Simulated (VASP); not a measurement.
# H2Ru12N in VASP: further runs

Runs on H2Ru12N. Level: PBEsol. Tasks: single point.

All numbers are computed with VASP 6.6.1; they aren't measurements. Logs are shortened: lines on timing, memory, paths and dates and some standing lists are left out, and cuts for length are marked.

## 1. The cell of the first run

The cell holds a slab with vacuum, 15 atoms: a = 5.400 Å, b = 5.400 Å, c = 17.277 Å, α = 90.00°, β = 90.00°, γ = 60.00°.

## 2. Single point, PBEsol

INCAR reads:

```
SYSTEM = H2Ru12N
  PREC = Accurate
  ENCUT = 520
  EDIFF = 1E-6
  ISMEAR = -1
  SIGMA = 0.05
  LREAL = Auto
  LASPH = .True.
  NELM = 80
  ALGO = Normal
  ISIF = 2
  LWAVE = .False.
  LCHARG = .False.
  GGA = PS
  NBANDS = 100
```

KPOINTS reads:

```
regular mesh
0
Gamma
  2 2 1
  0 0 0
```

POSCAR reads:

```
H2Ru12N
1.0
    5.4000000000      0.0000000000      0.0000000000
    2.7000000000      4.6765370000      0.0000000000
    0.0000000000      0.0000000000     17.2768000000
Ru N H
12 1 2
Direct
    0.0000000000      0.0000000000      0.0578810891
    0.5000000000      0.0000000000      0.0578810891
   -0.0000033679      0.5000067358      0.0578810891
    0.4999966321      0.5000067358      0.0578810891
   -0.1677306905      0.3328317514      0.1806700315
    0.3372741210      0.3313776840      0.1806063623
   -0.1683614954      0.8365378056      0.1804963882
    0.3332437907      0.8330309372      0.1812141137
    0.0010122821     -0.0023949345      0.3010858492
    0.5004379472      0.0002352168      0.3015257455
    0.0115429210      0.5038771210      0.2759770328
    0.5000500905      0.4998998190      0.3016936007
    1.0204494848      0.4638047341      0.4435775144
    1.2744822285      0.8334799874      0.3604486942
    0.6398247371      0.1868690443      0.3896381274
```

Potentials or basis: VASP PAW PBE potentials, release 64 (Ru_pv, N, H).

Launch:

```console
cat potpaw_PBE.64/Ru_pv/POTCAR potpaw_PBE.64/N/POTCAR potpaw_PBE.64/H/POTCAR > POTCAR
mpirun -np 1 vasp_std > vasp.out
```

OUTCAR:

```text
SYSTEM = H2Ru12N
   PREC = Accurate
   ENCUT = 520
   EDIFF = 1E-6
   ISMEAR = -1
   LREAL = Auto
   LASPH = .True.
   NELM = 80
   ISIF = 2
   GGA = PS

 ion  position               nearest neighbor table
   1  0.000  0.000  0.058-   7 2.63   5 2.63   8 2.64   4 2.70   3 2.70   2 2.70   2 2.70   4 2.70
                             3 2.70
   2  0.500  0.000  0.058-   7 2.63   6 2.63   8 2.64   4 2.70   3 2.70   1 2.70   1 2.70   3 2.70
                             4 2.70
   3  1.000  0.500  0.058-   5 2.64   7 2.64   6 2.64   2 2.70   1 2.70   4 2.70   4 2.70   1 2.70
                             2 2.70
   4  0.500  0.500  0.058-   6 2.63   5 2.63   8 2.64   2 2.70   1 2.70   3 2.70   3 2.70   2 2.70
                             1 2.70
   5  0.832  0.333  0.181-  11 2.32  12 2.60   9 2.60   4 2.63   1 2.63   3 2.64   6 2.68   7 2.68
                             8 2.70   8 2.70   7 2.72   6 2.72
   6  0.337  0.331  0.181-  11 2.24  10 2.60  12 2.60   4 2.63   2 2.63   3 2.64   7 2.67   5 2.68
                             8 2.70   8 2.70   5 2.72   7 2.73
   7  0.832  0.837  0.180-  11 2.27   9 2.59  10 2.60   2 2.63   1 2.63   3 2.64   6 2.67   5 2.68
                             8 2.70   8 2.70   5 2.72   6 2.73
   8  0.333  0.833  0.181-   9 2.59  12 2.60  10 2.60   4 2.64   1 2.64   2 2.64   5 2.70   6 2.70
                             7 2.70   7 2.70   6 2.70   5 2.70
   9  0.001  0.998  0.301-  14 1.65   8 2.59   7 2.59   5 2.60  11 2.67  12 2.69  10 2.70  10 2.70
                            12 2.71  11 2.80
  10  0.500  0.000  0.302-  14 2.11   6 2.60   8 2.60   7 2.60   9 2.70  12 2.70  12 2.70   9 2.70
                            11 2.72  11 2.76
  11  0.012  0.504  0.276-   6 2.24   7 2.27   5 2.32  12 2.66   9 2.67  10 2.72  10 2.76   9 2.80
                            12 2.81
  12  0.500  0.500  0.302-  14 1.89  15 2.11   8 2.60   6 2.60   5 2.60  11 2.66   9 2.69  10 2.70
                            10 2.70   9 2.71  11 2.81
  13  0.020  0.464  0.444-
  14  0.274  0.833  0.360-   9 1.65  12 1.89  10 2.11
  15  0.640  0.187  0.390-  12 2.11

  LATTYP: Found a hexagonal cell.
 ALAT       =     5.3999998437
 C/A-ratio  =     3.1994075000

  Lattice vectors:

 A1 = (  -2.7000000000,  -4.6765370000,   0.0000000000)
 A2 = (   5.4000000000,   0.0000000000,   0.0000000000)
 A3 = (   0.0000000000,   0.0000000000,  17.2768000000)

Analysis of symmetry for initial positions (statically):
=====================================================================
 Subroutine PRICEL returns:
 Original cell was already a primitive cell.

 Routine SETGRP: Setting up the symmetry group for a
 hexagonal supercell.

 Subroutine GETGRP returns: Found  1 space group operations
[... 141 lines left out ...]
     AMIX     =   0.40;   BMIX     =  1.00
     AMIX_MAG =   1.60;   BMIX_MAG =  1.00
  volume/ion in A,a.u.               =      29.09       196.28
  Fermi-wavevector in a.u.,A,eV,Ry     =   1.207333  2.281528 19.832569  1.457653
  Thomas-Fermi vector in A             =   2.342974
   LORBIT       =      0    0 simple, 1 ext, 2 COOP (PROOUT), +10 PAW based schemes
   GGA     = PS    functional components
   LHFCALC =     F    Hartree Fock is set to
   AEXX    =    0.0000 exact exchange contribution
   IVDW    =     0    specifies the selected vdW correction
   LEPSILON=     F    determine dielectric tensor
   LRPA    =     F    only Hartree local field effects (RPA)
 non-spin polarized calculation
  energy-cutoff  :      520.00
  volume of cell :      436.30
 maximum number of plane-waves:     11760
   NGX = 21   NGY = 21   NGZ = 65

 number of electron     174.9999982 magnetization

 Free energy of the ion-electron system (eV)
  ---------------------------------------------------
  ext. energy  EPLUGINS =         0.00000000
  ---------------------------------------------------
  free energy    TOTEN  =      -121.54439042 eV

  energy without entropy =     -121.33406339  energy(sigma->0) =     -121.43922691

 E-fermi :   1.3507     XC(G=0):  -6.8807

 val. band max:        1.3449370080   @ k =   0.0000   0.5000   0.0000
 cond. band min:       1.3598973068   @ k =   0.5000   0.0000   0.0000
 fundamental gap:      0.0149602988
 Fermi energy:         1.3507028088

 k-point     1 :       0.0000    0.0000    0.0000
  band No.  band energies     occupation
      1     -42.9520      2.00000
      2     -42.5638      2.00000
      3     -42.4533      2.00000
      4     -42.2674      2.00000
      5     -42.2286      2.00000
      6     -42.2050      2.00000
[... 397 lines left out ...]
     98       2.5271      0.00000
     99       2.5551      0.00000
 [bands above 99 left out]

------------------------ aborting loop because EDIFF is reached ----------------------------------------

  FORCE on cell =-STRESS in cart. coord.  units (eV):
  Direction    XX          YY          ZZ          XY          YZ          ZX
  --------------------------------------------------------------------------------------
  -------------------------------------------------------------------------------------
  Total       -7.9153390     -7.7505795     -7.4760816     -1.1510627     -0.7642069      0.3609567
  in kB      -29.0668964    -28.4618626    -27.4538449     -4.2269600     -2.8063387      1.3255140
  external PRESSURE =     -28.3275347 kB  Pullay stress =       0.0000000 kB

 VOLUME and BASIS-vectors are now :
 -----------------------------------------------------------------------------
  energy-cutoff  :      520.00
  volume of cell :      436.30
      direct lattice vectors                 reciprocal lattice vectors
     5.400000000  0.000000000  0.000000000     0.185185185 -0.106916721  0.000000000
     2.700000000  4.676537000  0.000000000     0.000000000  0.213833441  0.000000000
     0.000000000  0.000000000 17.276800000     0.000000000  0.000000000  0.057881089

 POSITION                                       TOTAL-FORCE (eV/Angst)
 -----------------------------------------------------------------------------------
      0.00000      0.00000      1.00000        -0.078991      0.095383      0.872878
      2.70000      0.00000      1.00000         0.000025     -0.054312      0.890019
      6.75000      2.33830      1.00000        -0.029180     -0.013461      0.804206
      4.05000      2.33830      1.00000         0.063780     -0.047047      0.916103
      5.39290      1.55650      3.12140        -1.643289     -0.856000     -2.787655
      2.71600      1.54970      3.12030         2.389105     -1.464643     -3.386252
      6.74950      3.91210      3.11840        -0.177748      2.443154     -3.252436
      4.04870      3.89570      3.13080         0.063434      0.035505     -0.985695
      2.69900      4.66534      5.20180        -1.698003      1.515080     -0.228874
      2.70300      0.00110      5.20940         1.075927      0.770948      0.203806
      1.42280      2.35640      4.76800        -1.090236     -0.363099     10.687201
      4.05000      2.33780      5.21230         0.179057     -1.525219      0.385654
      1.36270      2.16900      7.66360         0.042321     -0.096346     -3.184457
      3.73260      3.89780      6.22740         0.948611     -0.496277      0.629777
      3.95960      0.87390      6.73170        -0.044810      0.056334     -1.564277
 -----------------------------------------------------------------------------------
    total drift:                               -0.000905     -0.001578     -0.005721

  FREE ENERGIE OF THE ION-ELECTRON SYSTEM (eV)
  ---------------------------------------------------
  free  energy   TOTEN  =      -121.5443904250 eV

  energy  without entropy=     -121.3340633949  energy(sigma->0) =     -121.43922691
```

Wall time 9.7 min (1 thread of Intel Xeon Platinum 8488C (Sapphire Rapids), shared host); peak memory 0.51 GiB.

Results:

- Free energy: -121.5444 eV
- Largest force: 10.749 eV/Å
- Band gap on the k mesh: zero (an odd number of electrons rules out a gap without spin polarisation)

Forces in eV/Å, atoms in the order of the input:
```
Ru  -0.079  0.095  0.873
Ru   0.000 -0.054  0.890
Ru  -0.029 -0.013  0.804
Ru   0.064 -0.047  0.916
Ru  -1.643 -0.856 -2.788
Ru   2.389 -1.465 -3.386
Ru  -0.178  2.443 -3.252
Ru   0.063  0.036 -0.986
Ru  -1.698  1.515 -0.229
Ru   1.076  0.771  0.204
Ru  -1.090 -0.363 10.687
Ru   0.179 -1.525  0.386
N    0.042 -0.096 -3.184
H    0.949 -0.496  0.630
H   -0.045  0.056 -1.564
```

Caveat: the k points lie up to 0.67 Å⁻¹ apart, too coarse for converged energies and pressures of a metal; there is no dipole correction, which matters where the two faces differ; the PAW data sets were made with another functional, which shifts forces and pressure a little.

(Continued in part 2 of 2.)
